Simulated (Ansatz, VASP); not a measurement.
Two plane-wave programs on ZnSe

INCAR

```
SYSTEM = ZnSe
PREC     = Accurate       ! precision mode
ENCUT    = 520            ! plane-wave cutoff, eV
EDIFF    = 1E-6           ! SCF threshold, eV
ISMEAR   = -1             ! smearing method
SIGMA    = 0.08           ! smearing width, eV
LREAL    = .False.        ! projectors in reciprocal space
LASPH    = .True.         ! aspherical terms in the spheres
NELM     = 80             ! most SCF steps
ALGO     = Normal         ! electronic algorithm
ISIF     = 2              ! what is computed and relaxed
LWAVE    = .False.        ! write WAVECAR
LCHARG   = .True.         ! write CHGCAR
GGA      = PE             ! functional
LELF     = .True.         ! ELF
LVHAR    = .True.       
NBANDS   = 26             ! bands
```

KPOINTS

```
Automatic mesh
0
Gamma
  10 10 6
  0 0 0
```

Contents of POSCAR:

```
ZnSe
1.0
    3.5259297025      0.0000000000      0.0000000000
   -1.7629648512      3.0535446943      0.0000000000
    0.0000000000      0.0000000000      5.8020888758
Zn Se
2 2
Direct
    0.0000000000      0.0000000000      0.0000000000
    0.0000000000      0.0000000000      0.5000000000
    0.3333333333      0.6666666667      0.2500000000
    0.6666666667      0.3333333333      0.7500000000
```

Input for Ansatz:

```yaml
crystal:
  lattice:
    - [3.5259297025, 0.0, 0.0]
    - [-1.7629648512, 3.0535446943, 0.0]
    - [0.0, 0.0, 5.8020888758]
  atoms:
    - { symbol: Zn, position: [0.0, 0.0, 0.0] }
    - { symbol: Zn, position: [0.0, 0.0, 0.5] }
    - { symbol: Se, position: [0.3333333333, 0.6666666667, 0.25] }
    - { symbol: Se, position: [0.6666666667, 0.3333333333, 0.75] }
kpoints:
  mp_grid: { grid: [10, 10, 6] }
scf:
  occupations: { method: fermi_dirac, width: 0.08 }
hamiltonian:
  xc: pbe
  pseudopotentials: { kind: paw }
output:
  forces: true
  stress: true
  eigenvalues: true
  populations: true
```

Change from the starting cell: volume scaled by 0.8, PAW files.

Alike in both runs: task single point; functional PBE; k mesh 10 × 10 × 6; occupations fermi-dirac, width 0.08 eV; no spin polarisation.

```csv
,VASP,Ansatz
version,VASP 6.6.1,Ansatz 0.2.0
potentials or method,"VASP PAW PBE potentials, release 64 (Zn, Se)","PAW with Ansatz's default frozen-core files, scalar-relativistic"
plane-wave cutoff (eV),520,420
valence electrons in the cell,36,56
```

Ansatz gave:

* pressure (GPa): 26.2
* traceless stress, the component that is largest in VASP (GPa): 0.07

Question: Estimate VASP's values.

Answer: Pressure (GPa): 26.8; traceless stress, the component that is largest in VASP (GPa): 0.08.

VASP's potentials hold 36 valence electrons a cell and Ansatz's 56, so a difference there can come from the potentials and not from the codes.
